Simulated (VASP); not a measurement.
CoRu3, 4 atoms in the cell. Symmetry: P-6m2, No. 187, hexagonal system. The conventional cell has a = 2.601 Å, b = 2.601 Å, c = 8.631 Å, α = 90.00°, β = 90.00°, γ = 120.00°. Within 3.4 Å of Co (site symmetry -6m2) lie 6 Co at 2.60 Å and 6 Ru at 2.63 Å. Within 3.4 Å of Ru (site symmetry 3m) lie 9 Ru at 2.60 to 2.63 Å and 3 Co at 2.63 Å. Ru (site symmetry -6m2) has 12 Ru at 2.60 to 2.63 Å within 3.4 Å. 

```yaml
Program: VASP 6.6.1
Task: single point
Functional: PBE
Potentials_or_basis: VASP PAW PBE potentials, release 64 (Co, Ru_pv)
Cutoff: 520 eV
k_mesh: 6 × 6 × 2
Occupations: gaussian, width 0.1 eV
Spin: collinear spin, ferromagnetic start
Starting_moments: "[3.0, 0.0, 0.0, 0.0] μB"
Dipole_correction: no
Further_INCAR_settings: ALGO = Fast; EDIFF = 1e-06; NBANDS = 38
```

Potentials or basis: VASP PAW PBE potentials, release 64 (Co, Ru_pv).

Launch:

```bash
$ cat potpaw_PBE.64/Co/POTCAR potpaw_PBE.64/Ru_pv/POTCAR > POTCAR
$ mpirun -np 1 vasp_std > vasp.out
```

Hardware: 1 thread of AMD EPYC 7R13, on a shared host.

How long does it take, and how much memory?

It took 3.5 min on 1 thread of AMD EPYC 7R13 (shared host), peak memory 0.18 GiB. Counts: scf iterations 41, k points 14.
